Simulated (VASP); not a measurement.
# Ga2Pt (Fm-3m) in VASP: a series of runs, part 2 of 2

VASP 6.6.1. Earlier steps stand in the parts before.

### 3 Vibrations by perturbation theory, LDA (16.53 Å³/atom)

This run uses another cell than the first one, of 16.53 Å³/atom.

Input file INCAR:

```
SYSTEM = Ga2Pt
PREC = Accurate
ENCUT = 520
EDIFF = 1E-8
ISMEAR = -1
SIGMA = 0.15
LREAL = .False.
LASPH = .True.
NELM = 80
ALGO = Normal
ISIF = 2
LWAVE = .False.
LCHARG = .False.
IBRION = 8
NSW = 1
```

Input file KPOINTS:

```
Automatic mesh
0
Gamma
  12 12 12
  0 0 0
```

Input file POSCAR:

```
Ga2Pt
1.0
    0.0000000000      2.9159886527      2.9159886527
    2.9159886527      0.0000000000      2.9159886527
    2.9159886527      2.9159886527      0.0000000000
Ga Pt
2 1
Direct
    0.2500000000      0.2500000000      0.2500000000
    0.7500000000      0.7500000000      0.7500000000
    0.0000000000      0.0000000000      0.0000000000
```

Potentials or basis: VASP PAW LDA potentials, release 64 (Ga_d, Pt).

Launch:

```bash
cat potpaw_LDA.64/Ga_d/POTCAR potpaw_LDA.64/Pt/POTCAR > POTCAR
mpirun -np 1 vasp_std > vasp.out
```

OUTCAR:

```text
SYSTEM = Ga2Pt
   PREC = Accurate
   ENCUT = 520
   EDIFF = 1E-8
   ISMEAR = -1
   LREAL = .False.
   LASPH = .True.
   NELM = 80
   ISIF = 2
   IBRION = 8
   NSW = 1

 ion  position               nearest neighbor table
   1  0.250  0.250  0.250-   3 2.53   3 2.53   3 2.53   3 2.53   2 2.92   2 2.92   2 2.92   2 2.92
                             2 2.92   2 2.92
   2  0.750  0.750  0.750-   3 2.53   3 2.53   3 2.53   3 2.53   1 2.92   1 2.92   1 2.92   1 2.92
                             1 2.92   1 2.92
   3  0.000  0.000  0.000-   1 2.53   2 2.53   2 2.53   2 2.53   2 2.53   1 2.53   1 2.53   1 2.53

  LATTYP: Found a face centered cubic cell.
 ALAT       =     5.8319773054

  Lattice vectors:

 A1 = (   0.0000000000,   2.9159886527,   2.9159886527)
 A2 = (   2.9159886527,   0.0000000000,   2.9159886527)
 A3 = (   2.9159886527,   2.9159886527,   0.0000000000)

Analysis of symmetry for initial positions (statically):
=====================================================================
 Subroutine PRICEL returns:
 Original cell was already a primitive cell.

 Routine SETGRP: Setting up the symmetry group for a
 face centered cubic supercell.

 Subroutine GETGRP returns: Found 48 space group operations
 (whereof 48 operations were pure point group operations)
 out of a pool of 48 trial point group operations.

The static configuration has the point symmetry O_h .

Analysis of symmetry for dynamics (positions and initial velocities):
=====================================================================
 Subroutine PRICEL returns:
 Original cell was already a primitive cell.

 Routine SETGRP: Setting up the symmetry group for a
 face centered cubic supercell.

 Subroutine GETGRP returns: Found 48 space group operations
 (whereof 48 operations were pure point group operations)
 out of a pool of 48 trial point group operations.

The dynamic configuration has the point symmetry O_h .

 Subroutine INISYM returns: Found 48 space group operations
 (whereof 48 operations are pure point group operations),
 and found     1 'primitive' translations

----------------------------------------------------------------------------------------

                                     Primitive cell

  volume of cell :      49.5892

  direct lattice vectors                    reciprocal lattice vectors
     0.000000000  2.915988653  2.915988653    -0.171468431  0.171468431  0.171468431
     2.915988653  0.000000000  2.915988653     0.171468431 -0.171468431  0.171468431
     2.915988653  2.915988653  0.000000000     0.171468431  0.171468431 -0.171468431

  length of vectors
     4.123830700  4.123830700  4.123830700     0.296992035  0.296992035  0.296992035

[... 141 lines left out ...]
      2      -7.6488      2.00000
      3      -7.5301      2.00000
      4      -7.5301      2.00000
      5      -7.5301      2.00000
      6      -7.3400      2.00000
[... 589 lines left out ...]
     21      12.9939      0.00000
     22      13.8079      0.00000

 [... further k-points ...]

------------------------ aborting loop because EDIFF is reached ----------------------------------------

  FORCE on cell =-STRESS in cart. coord.  units (eV):
  Direction    XX          YY          ZZ          XY          YZ          ZX
  --------------------------------------------------------------------------------------
  -------------------------------------------------------------------------------------
  Total        1.1213913      1.1213913      1.1213913     -0.0000000      0.0000000      0.0000000
  in kB       36.2309965     36.2309965     36.2309965     -0.0000000      0.0000000      0.0000000
  external PRESSURE =      36.2309965 kB  Pullay stress =       0.0000000 kB

 VOLUME and BASIS-vectors are now :
 -----------------------------------------------------------------------------
  energy-cutoff  :      520.00
  volume of cell :       49.59
      direct lattice vectors                 reciprocal lattice vectors
     0.000000000  2.915988653  2.915988653    -0.171468431  0.171468431  0.171468431
     2.915988653  0.000000000  2.915988653     0.171468431 -0.171468431  0.171468431
     2.915988653  2.915988653  0.000000000     0.171468431  0.171468431 -0.171468431

 POSITION                                       TOTAL-FORCE (eV/Angst)
 -----------------------------------------------------------------------------------
      1.45799      1.45799      1.45799         0.000000      0.000000     -0.000000
      4.37398      4.37398      4.37398        -0.000000     -0.000000      0.000000
      0.00000      0.00000      0.00000         0.000000      0.000000     -0.000000
 -----------------------------------------------------------------------------------
    total drift:                               -0.000000     -0.000000      0.000000

  FREE ENERGIE OF THE ION-ELECTRON SYSTEM (eV)
  ---------------------------------------------------
  free  energy   TOTEN  =       -16.4883706555 eV

  energy  without entropy=      -16.4070535611  energy(sigma->0) =      -16.44771211

[... ionic steps 2 to 9 ...]

--------------------------------------- Ionic step       10  -------------------------------------------

 Free energy of the ion-electron system (eV)
  ---------------------------------------------------
  ---------------------------------------------------
  free energy    TOTEN  =        -0.25719155 eV

  energy without entropy =       -0.25719154

------------------------ aborting loop because EDIFF is reached ----------------------------------------

 INTERNAL STRAIN TENSOR  FOR ION    3  DIRECTION 1   (eV/Angst):
 -----------------------------------------------------------------------------
    -0.00293 -0.00000 -0.00000
     0.00000  0.00947 -0.00000
     0.00000 -0.00000  0.00947

 INTERNAL STRAIN TENSOR FOR ION    3 for displacements in x,y,z  (eV/Angst):
          X           Y           Z          XY          YZ          ZX
  --------------------------------------------------------------------------------
  x     0.00000     0.00000     0.00000     0.00000     0.00000     0.00000
  y     0.00000     0.00000     0.00000     0.00000     0.00000     0.00000
  z     0.00000     0.00000     0.00000     0.00000     0.00000     0.00000

 SECOND DERIVATIVES (NOT SYMMETRIZED)
 ------------------------------------
               1X          1Y          1Z          2X          2Y          2Z          3X          3Y          3Z
  1X    -6.777746    0.000000    0.000000    1.821789    0.000000    0.000000    4.955958    0.000000    0.000000
  1Y     0.000000   -6.777746    0.000000    0.000000    1.821789    0.000000    0.000000    4.955958    0.000000
  1Z     0.000000    0.000000   -6.777746    0.000000    0.000000    1.821789    0.000000    0.000000    4.955958
  2X     1.821789    0.000000    0.000000   -6.777746    0.000000    0.000000    4.955958    0.000000    0.000000
  2Y     0.000000    1.821789    0.000000    0.000000   -6.777746    0.000000    0.000000    4.955958    0.000000
  2Z     0.000000    0.000000    1.821789    0.000000    0.000000   -6.777746    0.000000    0.000000    4.955958
  3X     4.971708    0.000000    0.000000    4.971708    0.000000    0.000000   -9.943416    0.000000    0.000000
  3Y     0.000000    4.971708    0.000000    0.000000    4.971708    0.000000    0.000000   -9.943416    0.000000
  3Z     0.000000    0.000000    4.971708    0.000000    0.000000    4.971708    0.000000    0.000000   -9.943416

 Eigenvectors and eigenvalues of the dynamical matrix
 ----------------------------------------------------

   1 f  =    5.490352 THz    34.496898 2PiTHz  183.138424 cm-1    22.706261 meV
             X         Y         Z           dx          dy          dz
      1.457994  1.457994  1.457994    -0.135957   -0.249050   -0.647680
      4.373983  4.373983  4.373983     0.135957    0.249050    0.647680
      0.000000  0.000000  0.000000     0.000000    0.000000    0.000000
[... 43 lines left out ...]
   9 f/i=    0.004273 THz     0.026850 2PiTHz    0.142541 cm-1     0.017673 meV
             X         Y         Z           dx          dy          dz
      1.457994  1.457994  1.457994     0.000000    0.000000   -0.456956
      4.373983  4.373983  4.373983     0.000000    0.000000   -0.456956
      0.000000  0.000000  0.000000     0.000000    0.000000   -0.763139

--------------------------------------------------------------------------------------------------------

 ELASTIC MODULI CONTR FROM IONIC RELAXATION (kBar)
 Direction    XX          YY          ZZ          XY          YZ          ZX
 --------------------------------------------------------------------------------
 XX          -0.0000      0.0000      0.0000      0.0000     -0.0000     -0.0000
 YY           0.0000     -0.0000      0.0000      0.0000      0.0000      0.0000
 ZZ           0.0000      0.0000     -0.0000     -0.0000      0.0000     -0.0000
 XY           0.0000      0.0000     -0.0000   -675.9061      0.0000     -0.0000
 YZ          -0.0000      0.0000      0.0000      0.0000   -675.9061     -0.0000
 ZX          -0.0000      0.0000     -0.0000     -0.0000     -0.0000   -675.9061
 --------------------------------------------------------------------------------
```

stdout:

```text
POSCAR found type information on POSCAR GaPt
 POSCAR found :  2 types and       3 ions
 scaLAPACK will be used
 LDA part: xc-table for (Slater(with rela. corr.)+CA(PZ))
 , standard interpolation
 POSCAR, INCAR and KPOINTS ok, starting setup
 FFT: planning ... GRIDC
 FFT: planning ... GRID_SOFT
 FFT: planning ... GRID
 WAVECAR not read
 entering main loop
 Linear response reoptimize wavefunctions to high precision
 Linear response DOF=           2
 Linear response progress:
 first order change of Fermi-energy  -0.15364E-05
 force on displaced ion       1 direction 1 :  -6.778   0.000   0.000
 Linear response progress:
 first order change of Fermi-energy   0.44536E-03
 force on displaced ion       3 direction 1 :  -9.943   0.000   0.000
 Linear response finished
```

Run time: 4.7 min. Hardware: 1 thread of Intel Xeon 6975P-C (Granite Rapids), shared host; peak memory 0.68 GiB.

Results:

```yaml
Highest_phonon_frequency_at_Γ: 183 cm⁻¹
```

Phonon frequencies in cm⁻¹ (negative: imaginary):
```csv
q point,frequencies
"(0.000, 0.000, 0.000)",0 0 0 182 182 182 183 183 183
```

Caveat: the cell stands under pressure or tension, which shifts response properties; spin-orbit coupling is left out, which moves the levels of the heavy elements.
